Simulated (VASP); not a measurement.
TiBMoC2:

```
Ti B Mo C
1.0
     3.65249    0.00000    0.00000
    -1.82624    3.16314    0.00000
     0.00000    0.00000    5.47770
Ti B Mo C
1 1 1 2
Direct
  0.00000 0.00000 0.16781
  0.00000 0.00000 0.89769
  0.00000 0.00000 0.53098
  0.33333 0.66667 0.92922
  0.66667 0.33333 0.92922
```

The cell was generated, and may not be a known phase.

```yaml
Program: VASP 6.6.1
Task: relaxation of cell and atoms
Functional: PBE
Potentials_or_basis: VASP PAW PBE potentials, release 64 (Ti_sv, B, Mo_sv, C)
Cutoff: 600 eV
k_mesh: 6 × 6 × 4
Occupations: gaussian, width 0.1 eV
Spin: no spin polarisation
```

At the start: pressure 17.5 GPa; volume 12.66 Å³/atom.

Question: How do energy, volume and symmetry change on relaxing?

Answer: Over 25 steps the energy falls by 1778.0 meV/atom and the volume is 10.50 Å³/atom (-17.0 %); space group P6mm (No. 183, to 0.1 Å) before and after.

Step by step:
| step | energy change (eV) | largest force (eV/Å) | pressure (GPa) | volume (Å³) |
| --- | --- | --- | --- | --- |
| 1 | 0.0000 | 16.3531 | 17.55 | 63.29 |
| 2 | 1.1927 | 27.0258 | 12.24 | 72.31 |
| 3 | -0.9063 | 19.0468 | 5.24 | 71.09 |
| 4 | -2.0238 | 15.8261 | 1.71 | 70.17 |
| 5 | -4.0397 | 9.7480 | -0.92 | 67.15 |
| 6 | -4.0591 | 5.2173 | 3.50 | 65.32 |
| 7 | -4.1480 | 8.3714 | 0.44 | 66.44 |
| 8 | -6.2594 | 2.1653 | -22.31 | 67.34 |
| 9 | -6.3959 | 1.7684 | -22.48 | 67.70 |
| 10 | -7.8688 | 2.8020 | -4.86 | 54.61 |
| 11 | -7.9274 | 2.9648 | 3.70 | 51.74 |
| 12 | -8.4863 | 1.3178 | 10.23 | 49.97 |
| 13 | -8.5489 | 1.0510 | 15.35 | 49.21 |
| 14 | -8.8157 | 1.4918 | 1.92 | 53.01 |
| 15 | -8.8182 | 1.3905 | 2.88 | 52.67 |
| 16 | -8.8688 | 0.2647 | -2.40 | 53.45 |
| 17 | -8.8723 | 0.2644 | -1.27 | 53.36 |
| 18 | -8.8723 | 0.2677 | -1.17 | 53.34 |
| 19 | -8.8790 | 0.2056 | -0.44 | 52.98 |
| 20 | -8.8843 | 0.1047 | 1.09 | 52.29 |
| 21 | -8.8882 | 0.1040 | 0.11 | 52.47 |
| 22 | -8.8884 | 0.1442 | -0.19 | 52.52 |
| 23 | -8.8897 | 0.0669 | 0.00 | 52.49 |
| 24 | -8.8898 | 0.0411 | 0.10 | 52.47 |
| 25 | -8.8899 | 0.0146 | -0.08 | 52.52 |

Final structure:
```
Ti B Mo C
1.0
     2.90169    0.00000    0.00000
    -1.45084    2.51293    0.00000
     0.00000    0.00000    7.20272
Ti B Mo C
1 1 1 2
Direct
  0.00000 0.00000 0.17001
  0.00000 0.00000 0.83051
  0.00000 0.00000 0.52292
  0.33333 0.66667 0.96573
  0.66667 0.33333 0.96573
```

Caveat: the volume moved by over 15 % at a fixed basis, so the end points are rough; an odd number of electrons without spin polarisation forces a metal; a magnetic or distorted state may lie lower.
